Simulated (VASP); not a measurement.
A run of VASP 6.6.1:

File INCAR:

```
SYSTEM = AlSn
PREC = Accurate
ENCUT = 520
EDIFF = 1E-7
ISMEAR = -1
SIGMA = 0.05
LREAL = .False.
LASPH = .True.
NELM = 80
ALGO = Normal
ISIF = 2
LWAVE = .False.
LCHARG = .False.
GGA = RE
IVDW = 13
NBANDS = 16
```

File KPOINTS:

```
regular mesh
0
Gamma
  7 7 8
  0 0 0
```

Contents of POSCAR:

```
AlSn
1.0
    4.1207952552      0.0000000000      0.0000000000
   -2.0603976276      3.5687133748      0.0000000000
    0.0000000000      0.0000000000      3.2840305767
Sn Al
1 1
Direct
    0.3333333333      0.6666666667      0.5000000000
    0.0000000000      0.0000000000      0.0000000000
```

Potentials or basis: VASP PAW PBE potentials, release 64 (Sn_d, Al).

Command:

```console
$ cat potpaw_PBE.64/Sn_d/POTCAR potpaw_PBE.64/Al/POTCAR > POTCAR
$ mpirun -np 1 vasp_std > vasp.out
```

Hardware: 1 thread of Intel(R) Xeon(R) 6975P-C (Granite Rapids), on a shared host.

Problem. Estimate the wall time of this run.

Solution. It took 8 s on 1 thread of Intel(R) Xeon(R) 6975P-C (Granite Rapids) (shared host), peak memory 0.17 GiB. Counts: scf iterations 12, k points 40.
